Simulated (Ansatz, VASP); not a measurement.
# MgSn2N2: VASP beside Ansatz

```
CELL_PARAMETERS angstrom
-2.95624 2.95624 4.04517
2.95624 -2.95624 4.04517
2.95624 2.95624 -4.04517
ATOMIC_POSITIONS crystal
Mg 0.00000 0.00000 0.00000
Sn 0.50000 0.00000 0.50000
Sn 0.00000 0.50000 0.50000
N 0.75000 0.25000 0.50000
N 0.25000 0.75000 0.50000
```

Alike in both runs: functional PBE; k mesh 10 × 10 × 10; occupations gaussian, width 0.1 eV; no spin polarisation.

Ansatz relaxed the structure, and its values are those at the end. VASP's run is a single point on that final structure, the one shown.

|  | VASP | Ansatz |
| --- | --- | --- |
| version | VASP 6.6.1 | Ansatz 0.2.0 |
| potentials or method | VASP PAW PBE potentials, release 64 (Mg, Sn_d, N), cutoff 520 eV | scalar-relativistic, plane waves, PAW |
| valence electrons in the cell | 40 | 48 |

|  | VASP | Ansatz | Ansatz less VASP |
| --- | --- | --- | --- |
| gap on the k mesh at the Fermi level (eV) | none | none | - |
| pressure (GPa) | 0.0 | 0.0 | +0.03 |

A gap of «none» marks a metal or a gap that the smearing closes. VASP's potentials hold 40 valence electrons a cell and Ansatz's 48, so a difference there can come from the potentials and not from the codes.
